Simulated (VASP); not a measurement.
# CdF2 (Fm-3m) in VASP: notebook, part 2 of 3

VASP 6.6.1. The steps go on from the part before.

## 4. Single point, PBEsol (volume scaled by 0.98)

INCAR reads:

```
SYSTEM = CdF2
PREC = Accurate ; ENCUT = 520
EDIFF = 1E-6 ; ISMEAR = -1
SIGMA = 0.05 ; LREAL = .False.
LASPH = .True. ; NELM = 80
ALGO = Normal ; ISIF = 2
LWAVE = .False. ; LCHARG = .False.
GGA = PS ; NBANDS = 20
```

KPOINTS reads:

```
Automatic mesh
0
Gamma
  9 9 9
  0 0 0
```

POSCAR reads:

```
CdF2
1.0
    0.0000000000      2.6759189183      2.6759189183
    2.6759189183      0.0000000000      2.6759189183
    2.6759189183      2.6759189183      0.0000000000
Cd F
1 2
Direct
    0.0000000000      0.0000000000      0.0000000000
    0.7500000000      0.7500000000      0.7500000000
    0.2500000000      0.2500000000      0.2500000000
```

Potentials or basis: VASP PAW PBE potentials, release 64 (Cd, F).

Launch:

```
cat potpaw_PBE.64/Cd/POTCAR potpaw_PBE.64/F/POTCAR > POTCAR
mpirun -np 1 vasp_std > vasp.out
```

OUTCAR:

```text
SYSTEM = CdF2
   PREC = Accurate
   ENCUT = 520
   EDIFF = 1E-6
   ISMEAR = -1
   LREAL = .False.
   LASPH = .True.
   NELM = 80
   ISIF = 2
   GGA = PS

 ion  position               nearest neighbor table
   1  0.000  0.000  0.000-   2 2.32   3 2.32   2 2.32   2 2.32   2 2.32   3 2.32   3 2.32   3 2.32

   2  0.750  0.750  0.750-   1 2.32   1 2.32   1 2.32   1 2.32
   3  0.250  0.250  0.250-   1 2.32   1 2.32   1 2.32   1 2.32

  LATTYP: Found a face centered cubic cell.
 ALAT       =     5.3518378366

  Lattice vectors:

 A1 = (   0.0000000000,   2.6759189183,   2.6759189183)
 A2 = (   2.6759189183,   0.0000000000,   2.6759189183)
 A3 = (   2.6759189183,   2.6759189183,   0.0000000000)

Analysis of symmetry for initial positions (statically):
=====================================================================
 Subroutine PRICEL returns:
 Original cell was already a primitive cell.

 Routine SETGRP: Setting up the symmetry group for a
 face centered cubic supercell.

 Subroutine GETGRP returns: Found 48 space group operations
[... 9 lines left out ...]

 Routine SETGRP: Setting up the symmetry group for a
 face centered cubic supercell.

 Subroutine GETGRP returns: Found 48 space group operations
[... 11 lines left out ...]
                                     Primitive cell

  volume of cell :      38.3221

  direct lattice vectors                    reciprocal lattice vectors
     0.000000000  2.675918918  2.675918918    -0.186851700  0.186851700  0.186851700
     2.675918918  0.000000000  2.675918918     0.186851700 -0.186851700  0.186851700
     2.675918918  2.675918918  0.000000000     0.186851700  0.186851700 -0.186851700

  length of vectors
     3.784320826  3.784320826  3.784320826     0.323636639  0.323636639  0.323636639

  position of ions in fractional coordinates (direct lattice)
     0.000000000  0.000000000  0.000000000
     0.750000000  0.750000000  0.750000000
     0.250000000  0.250000000  0.250000000

  ion indices of the primitive-cell ions
   primitive index   ion index
                 1           1
                 2           2
                 3           3

----------------------------------------------------------------------------------------

 KPOINTS: Automatic mesh

Automatic generation of k-mesh.
 Grid dimensions read from file:
 generate k-points for:    9    9    9

 Generating k-lattice:

  Cartesian coordinates                     Fractional coordinates (reciprocal lattice)
    -0.020761300  0.020761300  0.020761300     0.111111111  0.000000000  0.000000000
     0.020761300 -0.020761300  0.020761300     0.000000000  0.111111111  0.000000000
     0.020761300  0.020761300 -0.020761300     0.000000000  0.000000000  0.111111111

  Length of vectors
     0.035959627  0.035959627  0.035959627

  Shift w.r.t. Gamma in fractional coordinates (k-lattice)
     0.000000000  0.000000000  0.000000000

 Subroutine IBZKPT returns following result:
 ===========================================

 Found     35 irreducible k-points:

 Following reciprocal coordinates:
            Coordinates               Weight
  0.000000  0.000000  0.000000      1.000000
  0.111111  0.000000  0.000000      8.000000
  0.222222  0.000000  0.000000      8.000000
  0.333333  0.000000  0.000000      8.000000
  0.444444  0.000000  0.000000      8.000000
  0.111111  0.111111  0.000000      6.000000
[... 16 lines left out ...]
 -0.333333  0.333333  0.000000     12.000000
  0.444444  0.444444  0.000000      6.000000
 [... further k-points ...]
   k-points           NKPTS =     35   k-points in BZ     NKDIM =     35   number of bands    NBANDS=     20
   number of dos      NEDOS =    301   number of ions     NIONS =      3
   total plane-waves  NPLWV =  21952
   dimension x,y,z NGX =    28 NGY =   28 NGZ =   28
   dimension x,y,z NGXF=    56 NGYF=   56 NGZF=   56
   ions per type =               1   2
   NGX,Y,Z   is equivalent  to a cutoff of  12.30, 12.30, 12.30 a.u.
   NGXF,Y,Z  is equivalent  to a cutoff of  24.60, 24.60, 24.60 a.u.
 SYSTEM =  CdF2
   PREC   = accura    normal or accurate (medium, high low for compatibility)
   ISTART =      0    job   : 0-new  1-cont  2-samecut
   ICHARG =      2    charge: 1-file 2-atom 10-const
   ISPIN  =      1    spin polarized calculation?
   LNONCOLLINEAR =      F non collinear calculations
   LSORBIT =      F    spin-orbit coupling
   LASPH  =      T    aspherical Exc in radial PAW
   ENCUT  =  520.0 eV  38.22 Ry    6.18 a.u.   7.04  7.04  7.04*2*pi/ulx,y,z
   NELM   =     80;   NELMIN=  2; NELMDL= -5     # of ELM steps
   EDIFF  = 0.1E-05   stopping-criterion for ELM
   LREAL  =      F    real-space projection
   EDIFFG = 0.1E-04   stopping-criterion for IOM
   NSW    =      0    number of steps for IOM
   IBRION =     -1    ionic relax: 0-MD 1-quasi-New 2-CG
   NFREE  =      0    steps in history (QN), initial steepest desc. (CG)
   ISIF   =      2    stress and relaxation
   ISYM   =      2    0-nonsym 1-usesym 2-fastsym
   POTIM  = 0.5000    time-step for ionic-motion
   TEBEG  =    0.0;   TEEND  =   0.0 temperature during run
   PSTRESS=    0.0 pullay stress
   NELECT =      26.0000    total number of electrons
   NUPDOWN=      -1.0000    fix difference up-down
   EMIN   =  10.00;   EMAX   =-10.00  energy-range for DOS
   EFERMI =   0.00;   METHOD = LEGACY
   ISMEAR =    -1;   SIGMA  =   0.05  broadening in eV -4-tet -1-fermi 0-gaus
   EFERMI_NEDOS =   21; number of points for ismear=-14 and -15
   IALGO  =     38    algorithm
   IMIX   =      4    mixing-type and parameters
     AMIX     =   0.40;   BMIX     =  1.00
     AMIX_MAG =   1.60;   BMIX_MAG =  1.00
  volume/ion in A,a.u.               =      12.77        86.20
  Fermi-wavevector in a.u.,A,eV,Ry     =   1.438521  2.718411 28.155133  2.069344
  Thomas-Fermi vector in A             =   2.557479
   LORBIT       =      0    0 simple, 1 ext, 2 COOP (PROOUT), +10 PAW based schemes
   GGA     = PS    functional components
[... 5 lines left out ...]
 non-spin polarized calculation
  energy-cutoff  :      520.00
  volume of cell :       38.32
 maximum number of plane-waves:      1044
   NGX = 15   NGY = 15   NGZ = 15

 number of electron      26.0000004 magnetization

 Free energy of the ion-electron system (eV)
  ---------------------------------------------------
  ext. energy  EPLUGINS =         0.00000000
  ---------------------------------------------------
  free energy    TOTEN  =       -11.58310905 eV

  energy without entropy =      -11.58310905  energy(sigma->0) =      -11.58310905

 E-fermi :  -0.2050     XC(G=0): -10.8215

 val. band max:       -1.3170461070   @ k =  -0.3333   0.4444   0.2222
 cond. band min:       1.6840194826   @ k =   0.0000   0.0000   0.0000
 fundamental gap:      3.0010655896
 Fermi energy:        -0.2050037407

 k-point     1 :       0.0000    0.0000    0.0000
  band No.  band energies     occupation
      1     -22.1217      2.00000
      2     -20.9275      2.00000
      3      -6.9866      2.00000
      4      -6.9866      2.00000
      5      -6.9866      2.00000
      6      -5.6426      2.00000
[... 12 lines left out ...]
     19      18.5275      0.00000
     20      18.5275      0.00000

 k-point     2 :       0.1111    0.0000    0.0000
  band No.  band energies     occupation
      1     -22.0792      2.00000
      2     -20.9647      2.00000
      3      -6.9358      2.00000
      4      -6.9358      2.00000
      5      -6.8454      2.00000
      6      -5.6599      2.00000
[... 12 lines left out ...]
     19      18.2083      0.00000
     20      18.2083      0.00000

 k-point     3 :       0.2222    0.0000    0.0000
  band No.  band energies     occupation
      1     -21.9613      2.00000
      2     -21.0707      2.00000
      3      -6.8105      2.00000
      4      -6.8105      2.00000
      5      -6.4553      2.00000
      6      -5.6831      2.00000
[... 12 lines left out ...]
     19      17.6201      0.00000
     20      18.2137      0.00000

 k-point     4 :       0.3333    0.0000    0.0000
  band No.  band energies     occupation
      1     -21.7930      2.00000
      2     -21.2227      2.00000
      3      -6.6845      2.00000
      4      -6.6845      2.00000
      5      -5.9174      2.00000
      6      -5.6533      2.00000
[... 429 lines left out ...]
 k-point    23 :      -0.3333    0.3333    0.0000
  band No.  band energies     occupation
      1     -21.4932      2.00000
      2     -21.4700      2.00000
      3      -6.5198      2.00000
      4      -6.1707      2.00000
      5      -5.7996      2.00000
      6      -5.6625      2.00000
[... 12 lines left out ...]
     19      18.1229      0.00000
     20      20.4230      0.00000

 k-point    24 :       0.4444    0.4444    0.0000
  band No.  band energies     occupation
      1     -21.6298      2.00000
      2     -21.3200      2.00000
      3      -6.7646      2.00000
      4      -6.0011      2.00000
      5      -6.0011      2.00000
      6      -5.5191      2.00000
[... 12 lines left out ...]
     19      18.2881      0.00000
     20      19.9237      0.00000

 [... further k-points ...]
[... 5 lines left out ...]
  --------------------------------------------------------------------------------------
  -------------------------------------------------------------------------------------
  Total        0.6961744      0.6961744      0.6961744     -0.0000000     -0.0000000     -0.0000000
  in kB       29.1058181     29.1058181     29.1058181     -0.0000000     -0.0000000     -0.0000000
  external PRESSURE =      29.1058181 kB  Pullay stress =       0.0000000 kB

 VOLUME and BASIS-vectors are now :
 -----------------------------------------------------------------------------
  energy-cutoff  :      520.00
  volume of cell :       38.32
      direct lattice vectors                 reciprocal lattice vectors
     0.000000000  2.675918918  2.675918918    -0.186851700  0.186851700  0.186851700
     2.675918918  0.000000000  2.675918918     0.186851700 -0.186851700  0.186851700
     2.675918918  2.675918918  0.000000000     0.186851700  0.186851700 -0.186851700

 POSITION                                       TOTAL-FORCE (eV/Angst)
 -----------------------------------------------------------------------------------
      0.00000      0.00000      0.00000         0.000000     -0.000000     -0.000000
      4.01388      4.01388      4.01388        -0.000000      0.000000      0.000000
      1.33796      1.33796      1.33796         0.000000     -0.000000     -0.000000
 -----------------------------------------------------------------------------------
    total drift:                                0.000000      0.000000      0.000000

  FREE ENERGIE OF THE ION-ELECTRON SYSTEM (eV)
  ---------------------------------------------------
  free  energy   TOTEN  =       -11.5831090530 eV

  energy  without entropy=      -11.5831090530  energy(sigma->0) =      -11.58310905
```

stdout:

```text
POSCAR found type information on POSCAR CdF
 POSCAR found :  2 types and       3 ions
 scaLAPACK will be used
 -----------------------------------------------------------------------------
|                                                                             |
|                                                                             |
|     You enforced a specific xc type in the INCAR file but a different       |
|     I HOPE YOU KNOW WHAT YOU ARE DOING!                                     |
|                                                                             |
 -----------------------------------------------------------------------------

 LDA part: xc-table for (Slater+PW92), standard interpolation
 POSCAR, INCAR and KPOINTS ok, starting setup
 FFT: planning ... GRIDC
 FFT: planning ... GRID_SOFT
 FFT: planning ... GRID
 WAVECAR not read
 entering main loop
```

Run time: 16 s. Hardware: 1 thread of Intel Xeon Platinum 8375C at 2.90GHz (Ice Lake), shared host; peak memory 0.17 GiB.

What came out:

```
Free energy            : -11.5831 eV
Pressure               : 2.9 GPa
Band gap on the k mesh : 3.00 eV, indirect (least direct gap 3.44 eV)
```

Caveat: the PAW data sets were made with another functional, which shifts forces and pressure a little. A k mesh can miss the band edges.

[end of part 2 of 3]
